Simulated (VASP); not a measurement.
Set up this calculation in VASP 6.6.1, as the native input.

| Item | Value |
| --- | --- |
| Task | single point |
| Functional | PBE |
| Potentials or basis | VASP PAW PBE potentials, release 64 (Mg, Te) |
| Cutoff | 520 eV |
| k mesh | 4 × 4 × 4 |
| Occupations | gaussian, width 0.1 eV |
| Spin | no spin polarisation |
| Dipole correction | no |
| Further INCAR settings | ALGO = Normal; EDIFF = 1e-07; NBANDS = 21 |

The structure of MgTe4 lies in POSCAR:

```
MgTe4
1.0
   -3.7974056400      3.7974056400      2.3674572500
    3.7974056400     -3.7974056400      2.3674572500
    3.7974056400      3.7974056400     -2.3674572500
Mg Te
1 4
Direct
    0.0000000000      0.0000000000      0.0000000000
    0.6000000200      0.2000000000      0.8000000100
    0.8000000000      0.6000000200      0.4000000200
    0.3999999800      0.8000000000      0.1999999900
    0.2000000000      0.3999999800      0.5999999800
```

The cell was built from a structure type or drawn by symmetry, and may not be a known phase.

These files were run (other wordings do the same):

INCAR

```
PREC = Accurate
ENCUT = 520
EDIFF = 1E-7
ISMEAR = 0
SIGMA = 0.1
LREAL = F
LASPH = T
NELM = 60
ALGO = Normal
ISIF = 2
LWAVE = F
LCHARG = F
GGA = PE
NBANDS = 21
```

KPOINTS

```
regular mesh
0
Gamma
  4 4 4
```

Potentials or basis: VASP PAW PBE potentials, release 64 (Mg, Te).

The run is started by

```console
$ cat potpaw_PBE.64/Mg/POTCAR potpaw_PBE.64/Te/POTCAR > POTCAR
$ mpirun -np 1 vasp_std > vasp.out
```

It gave:

```json
{"Pressure": "0.5 GPa", "Largest force": "0.323 eV/Å", "Band gap on the k mesh": "zero (bands 13 and 14 overlap by 0.82 eV)"}
```

Caveat: the k points lie up to 0.39 Å⁻¹ apart, too coarse for converged energies and pressures of a metal; spin-orbit coupling is left out, which moves the levels of the heavy elements.

Run time: 26 s on 1 thread of Intel(R) Xeon(R) 6975P-C (Granite Rapids) (shared host), peak memory 0.31 GiB.
